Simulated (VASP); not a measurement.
Write the native input for VASP 6.6.1 that does the following.

```yaml
Task: single point
Functional: PBEsol
Potentials_or_basis: VASP PAW PBE potentials, release 64 (B, N)
Cutoff: 520 eV
k_mesh: 12 × 12 × 4
Occupations: gaussian, width 0.05 eV
Spin: no spin polarisation
Dipole_correction: no
Further_INCAR_settings: ALGO = Normal; EDIFF = 1e-06; NBANDS = 16
```

The structure of BN lies in POSCAR:

```
BN
1.0
    2.4695074452      0.0000000000      0.0000000000
   -1.2347537226      2.1386561823      0.0000000000
    0.0000000000      0.0000000000      6.9111817972
B N
2 2
Direct
    0.0000000000      0.0000000000      0.5000000000
    0.3333333333      0.6666666667      0.0000000000
    0.0000000000      0.0000000000      0.0000000000
    0.6666666667      0.3333333333      0.5000000000
```

This cell differs from its parent crystal: ratio of the length along z to the lengths across it x 1.05, volume and fractional coordinates fixed.

The input as run:

INCAR

```
SYSTEM = BN
ALGO = Normal ; EDIFF = 1E-6
ENCUT = 520 ; GGA = PS
ISIF = 2 ; ISMEAR = 0
LASPH = .TRUE. ; LCHARG = .FALSE.
LREAL = .FALSE. ; LWAVE = .FALSE.
NBANDS = 16 ; NELM = 100
PREC = Accurate ; SIGMA = 0.05
```

KPOINTS

```
k-points
0
G
  12 12 4
  0 0 0
```

Potentials or basis: VASP PAW PBE potentials, release 64 (B, N).

Launch:

```sh
$ cat potpaw_PBE.64/B/POTCAR potpaw_PBE.64/N/POTCAR > POTCAR
$ mpirun -np 1 vasp_std > vasp.out
```

It gave:

* Pressure: 10.6 GPa
* Band gap on the k mesh: 4.39 eV, indirect (least direct gap 4.58 eV)

Caveat: the PAW data sets were made with another functional, which shifts forces and pressure a little; this functional lacks dispersion, which binds the layers, so the pressure and a relaxed spacing across them are unreliable.

Run time: 15 s on 1 thread of Intel(R) Xeon(R) 6975P-C (Granite Rapids), on a shared host, peak memory 0.15 GiB.
